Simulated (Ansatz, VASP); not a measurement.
# Two plane-wave programs on C

POSCAR

```
C
1.0
    0.0000000000      1.6310732233      2.1203951903
    1.6310732233      0.0000000000      2.1203951903
    1.6310732233      1.6310732233      0.0000000000
C
2
Direct
    0.5000000000      0.5000000000      0.5000000000
    0.7500000000      0.7500000000      0.7500000000
```

INCAR.step1

```
SYSTEM = C
PREC = Accurate ; ENCUT = 910
ISMEAR = 0 ; SIGMA = 0.05
LREAL = .FALSE. ; LASPH = .TRUE.
NELM = 120 ; NBANDS = 11
GGA = PE ; ALGO = Normal
EDIFF = 1E-5 ; LWAVE = .TRUE.
LCHARG = .FALSE. ; GGA_COMPAT = .FALSE.
```

Contents of INCAR.step2:

```
SYSTEM = C
PREC = Accurate ; ENCUT = 910
EDIFF = 1E-6 ; ISMEAR = 0
SIGMA = 0.05 ; LREAL = .FALSE.
LASPH = .TRUE. ; NELM = 120
ALGO = Normal ; ISIF = 2
LWAVE = .FALSE. ; LCHARG = .TRUE.
METAGGA = R2SCAN ; LMIXTAU = .TRUE.
LELF = .TRUE. ; LVHAR = .TRUE.
NBANDS = 11 ; ISTART = 1
GGA_COMPAT = .FALSE.
```

File KPOINTS:

```
Automatic mesh
0
G
  12 12 12
  0 0 0
```

Input for Ansatz:

```yaml
crystal:
  lattice:
    - [0.0, 1.6310732233, 2.1203951903]
    - [1.6310732233, 0.0, 2.1203951903]
    - [1.6310732233, 1.6310732233, 0.0]
  atoms:
    - { symbol: C, position: [0.5, 0.5, 0.5] }
    - { symbol: C, position: [0.75, 0.75, 0.75] }
basis:
  ecutwfc: 500
kpoints:
  mp_grid: { grid: [12, 12, 12] }
hamiltonian:
  xc: r2scan
scf:
  occupations: { method: gaussian, width: 0.05 }
output:
  forces: true
  stress: true
  eigenvalues: true
  write_density: true
  write_potential: true
  elf: true
  volumetric_format: npy
```

Alike in both runs: task single point; functional r2SCAN; k mesh 12 × 12 × 12; occupations gaussian, width 0.05 eV; no spin polarisation.

|  | VASP | Ansatz |
| --- | --- | --- |
| version | VASP 6.6.1 | Ansatz 0.2.0 |
| potentials or method | VASP PAW PBE potentials, release 64 (C_h), cutoff 910 eV | scalar-relativistic, plane waves, PAW |
| valence electrons in the cell | 8 | 8 |

```tsv
	VASP	Ansatz	Ansatz less VASP
gap on the k mesh at the Fermi level (eV)	0.93	0.93	0.000
least direct gap on the mesh (eV)	2.98	2.98	+0.001
```

VASP's potentials were made for PBE, not for r2SCAN.

Noted on VASP's run: the cutoff is short for stress, so the pressure is rough.
